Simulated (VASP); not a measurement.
TiAl, 2 atoms in the cell. It takes space group P-6m2 (No. 187, hexagonal). The conventional cell has a = 2.867 Å, b = 2.867 Å, c = 4.678 Å, α = 90.00°, β = 90.00°, γ = 120.00°. Within 3.8 Å of Ti (site symmetry -6m2) lie 6 Al at 2.87 Å and 6 Ti at 2.87 Å. Within 3.8 Å of Al (site symmetry -6m2) lie 6 Ti at 2.87 Å and 6 Al at 2.87 Å. 

```yaml
Program: VASP 6.6.1
Task: relaxation of cell and atoms
Functional: PBEsol
Potentials_or_basis: VASP PAW PBE potentials, release 64 (Ti_sv, Al)
Cutoff: 600 eV
k_mesh: 11 × 11 × 6
Occupations: fermi-dirac, width 0.05 eV
Spin: no spin polarisation
Target_pressure: 10 GPa
Dipole_correction: no
Further_INCAR_settings: ALGO = Normal; EDIFF = 1e-06; IBRION = 2; EDIFFG = -0.005; NSW = 80; ISIF = 3
```

Potentials or basis: VASP PAW PBE potentials, release 64 (Ti_sv, Al).

Run with:

```console
$ cat potpaw_PBE.64/Ti_sv/POTCAR potpaw_PBE.64/Al/POTCAR > POTCAR
$ mpirun -np 1 vasp_std > vasp.out
```

Hardware: 1 thread of Intel(R) Xeon(R) Platinum 8488C (Sapphire Rapids) (shared host).

How long does it take, and how much memory?

Wall time 93 s on 1 thread of Intel(R) Xeon(R) Platinum 8488C (Sapphire Rapids), on a shared host, peak memory 0.16 GiB. Counts: scf iterations 75, k points 64, ion steps 10.
